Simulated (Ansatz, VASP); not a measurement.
# One calculation of Mg3Sb2, two programs

POSCAR

```
Mg3Sb2
1.0
    4.5696659248      0.0000000000      0.0000000000
   -2.2848329624      3.9574467777      0.0000000000
    0.0000000000      0.0000000000      7.2399975018
Mg Sb
3 2
Direct
    0.3333333333      0.6666666667      0.6336571752
    0.6666666667      0.3333333333      0.3663428248
    0.0000000000      0.0000000000      0.0000000000
    0.3333333333      0.6666666667      0.2287531118
    0.6666666667      0.3333333333      0.7712468882
```

INCAR.step1

```
SYSTEM = Mg3Sb2
  PREC = Accurate
  ENCUT = 520
  EDIFF = 1E-5
  ISMEAR = 0
  SIGMA = 0.01
  LREAL = .False.
  LASPH = .True.
  NELM = 120
  ALGO = Normal
  ISIF = 2
  LWAVE = .True.
  LCHARG = .False.
  NBANDS = 16
  GGA = PE
  GGA_COMPAT = .False.
```

Contents of INCAR.step2:

```
SYSTEM = Mg3Sb2
  PREC = Accurate
  ENCUT = 520
  EDIFF = 1E-6
  ISMEAR = 0
  SIGMA = 0.01
  LREAL = .False.
  LASPH = .True.
  NELM = 120
  ALGO = Normal
  ISIF = 2
  LWAVE = .False.
  LCHARG = .False.
  GGA = PE
  LHFCALC = .True.
  HFSCREEN = 0.2079
  PRECFOCK = Normal
  NBANDS = 16
  ISTART = 1
  GGA_COMPAT = .False.
```

The input KPOINTS:

```
Automatic mesh
0
Gamma
  6 6 2
  0 0 0
```

Input for Ansatz:

```yaml
crystal:
  lattice:
    - [4.5696659248, 0.0, 0.0]
    - [-2.2848329624, 3.9574467777, 0.0]
    - [0.0, 0.0, 7.2399975018]
  atoms:
    - { symbol: Mg, position: [0.3333333333, 0.6666666667, 0.6336571752] }
    - { symbol: Mg, position: [0.6666666667, 0.3333333333, 0.3663428248] }
    - { symbol: Mg, position: [0.0, 0.0, 0.0] }
    - { symbol: Sb, position: [0.3333333333, 0.6666666667, 0.2287531118] }
    - { symbol: Sb, position: [0.6666666667, 0.3333333333, 0.7712468882] }
kpoints:
  mp_grid: { grid: [6, 6, 2] }
  band_path:
    path:
      - [0.0, 0.0, 0.0]
      - [0.5, 0.0, 0.0]
      - [0.3333333333, 0.3333333333, 0.0]
      - [0.0, 0.0, 0.5]
      - [0.5, 0.0, 0.5]
      - [0.3333333333, 0.3333333333, 0.5]
      - [0.0, 0.419271, 0.34375]
    npoints: 1
hamiltonian:
  xc: hse06
scf:
  occupations: { method: fixed }
  n_extra_bands: 5
output:
  forces: true
  stress: true
  eigenvalues: true
```

Alike in both runs: task single point; functional HSE06; k mesh 6 × 6 × 2; no spin polarisation.

```csv
,VASP,Ansatz
version,VASP 6.6.1,Ansatz 0.2.0
potentials or method,"VASP PAW PBE potentials, release 64 (Mg, Sb)","plane waves, PAW"
plane-wave cutoff (eV),520,420
occupations,"gaussian, width 0.01 eV",fixed
valence electrons in the cell,16,60
```

```csv
,VASP,Ansatz,Ansatz less VASP
gap on the k mesh at the Fermi level (eV),0.71,0.68,-0.027
pressure (GPa),-0.6,-0.1,+0.47
"traceless stress, the component that is largest in VASP (GPa)",0.05,0.02,-0.031
rms of the force components (eV/Å),0.015,0.024,+0.0084
```

Atom by atom the forces differ by 0.011 eV/Å (rms over components). VASP's potentials hold 16 valence electrons a cell and Ansatz's 60, so a difference there can come from the potentials and not from the codes. Ansatz's warnings: stress exchange threshold loose, stress scf threshold loose.

The k mesh is coarse, so the values compare programs but aren't converged. Spin-orbit coupling is off throughout.
